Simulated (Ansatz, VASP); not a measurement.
## Two plane-wave programs on B2AsN

Contents of INCAR:

```
SYSTEM = B2AsN
PREC = Accurate ; ENCUT = 700
EDIFF = 1E-6 ; ISMEAR = -1
SIGMA = 0.02 ; LREAL = .FALSE.
LASPH = .TRUE. ; NELM = 120
ALGO = Normal ; ISIF = 2
LWAVE = .FALSE. ; LCHARG = .FALSE.
GGA = PE ; NBANDS = 21
GGA_COMPAT = .FALSE.
```

KPOINTS

```
regular mesh
0
G
  8 8 6
  0 0 0
```

Contents of POSCAR:

```
B2AsN
1.0
    2.9655412835      0.0000000000      0.0000000000
    0.0000000000      2.9655412835      0.0000000000
    0.0000000000      0.0000000000      4.2551502852
N B As
1 2 1
Direct
    0.0000000000      0.0000000000      0.0000000000
    0.0000000000      0.5000000000      0.8031805781
    0.5000000000      0.0000000000      0.1968194219
    0.5000000000      0.5000000000      0.5000000000
```

Input for Ansatz:

```yaml
crystal:
  lattice:
    - [2.9655412835, 0.0, 0.0]
    - [0.0, 2.9655412835, 0.0]
    - [0.0, 0.0, 4.2551502852]
  atoms:
    - { symbol: "N", position: [0.0, 0.0, 0.0] }
    - { symbol: B, position: [0.0, 0.5, 0.8031805781] }
    - { symbol: As, position: [0.5, 0.5, 0.5] }
    - { symbol: B, position: [0.5, 0.0, 0.1968194219] }
kpoints:
  mp_grid: { grid: [8, 8, 6] }
hamiltonian:
  xc: pbe
scf:
  occupations: { method: fermi_dirac, width: 0.02 }
  n_extra_bands: 5
output:
  forces: true
  stress: true
  eigenvalues: true
```

Alike in both runs: task single point; functional PBE; k mesh 8 × 8 × 6; occupations fermi-dirac, width 0.02 eV; no spin polarisation.

```csv
,VASP,Ansatz
version,VASP 6.6.1,Ansatz 0.2.0
potentials or method,"VASP PAW PBE potentials, release 64 (N, B, As_d)","plane waves, PAW"
plane-wave cutoff (eV),700,420
valence electrons in the cell,26,26
```

```csv
,VASP,Ansatz,Ansatz less VASP
pressure (GPa),6.3,6.6,+0.29
rms of the force components (eV/Å),0.059,0.069,+0.0105
```
